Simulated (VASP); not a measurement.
A run of VASP 6.6.1 is set up as follows.

File INCAR:

```
PREC = Accurate
ENCUT = 520
EDIFF = 1E-7
ISMEAR = 1
SIGMA = 0.1
LREAL = False
LASPH = True
NELM = 60
ALGO = Normal
ISIF = 2
LWAVE = False
LCHARG = True
GGA = PS
LELF = True
LVHAR = True
NBANDS = 14
```

KPOINTS

```
Automatic mesh
0
Gamma
  13 13 13
```

File POSCAR:

```
HfN
1.0
    0.0000000000      2.2505677308      2.2505677308
    2.2505677308      0.0000000000      2.2505677308
    2.2505677308      2.2505677308      0.0000000000
Hf N
1 1
Direct
    0.0000000000      0.0000000000      0.0000000000
    0.5000000000      0.5000000000      0.5000000000
```

Potentials or basis: VASP PAW PBE potentials, release 64 (Hf_pv, N).

The run is started by

```bash
$ cat potpaw_PBE.64/Hf_pv/POTCAR potpaw_PBE.64/N/POTCAR > POTCAR
$ mpirun -np 1 vasp_std > vasp.out
```

Predict the pressure.

-2.1 GPa.

Caveat: the PAW data sets were made with another functional, which shifts forces and pressure a little.
